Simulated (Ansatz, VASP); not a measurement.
SnGeO2 in VASP and in Ansatz

```
Sn Ge O
1.0
     4.63672    0.00000    0.00000
    -2.31836    4.01552    0.00000
     0.00000    0.00000    4.03482
Sn Ge O
1 1 2
Direct
  0.00000 0.00000 0.50000
  0.33333 0.66667 0.50000
  0.00000 0.00000 0.00000
  0.66667 0.33333 0.00000
```

Alike in both runs: task relaxation of cell and atoms; functional PBE; k mesh 12 × 12 × 12; occupations gaussian, width 0.1 eV; no spin polarisation.

|  | VASP | Ansatz |
| --- | --- | --- |
| version | VASP 6.6.1 | Ansatz 0.2.0 |
| potentials or method | VASP PAW PBE potentials, release 64 (Sn_d, Ge_d, O), cutoff 600 eV | scalar-relativistic, plane waves, PAW |
| valence electrons in the cell | 40 | 40 |

VASP gave:

```
gap on the k mesh at the Fermi level, each at its own relaxed structure (eV) : none
relaxed volume (Å³/atom)                                                     : 18.88
relaxed length of the cell vector where the two differ most in proportion (Å)              : 4.044
```

**Question.** Estimate Ansatz's values.

**Answer.** gap on the k mesh at the Fermi level, each at its own relaxed structure (eV): none; relaxed volume (Å³/atom): 18.94; relaxed length of the cell vector where the two differ most in proportion (Å): 4.026.

A gap of «none» marks a metal or a gap that the smearing closes.
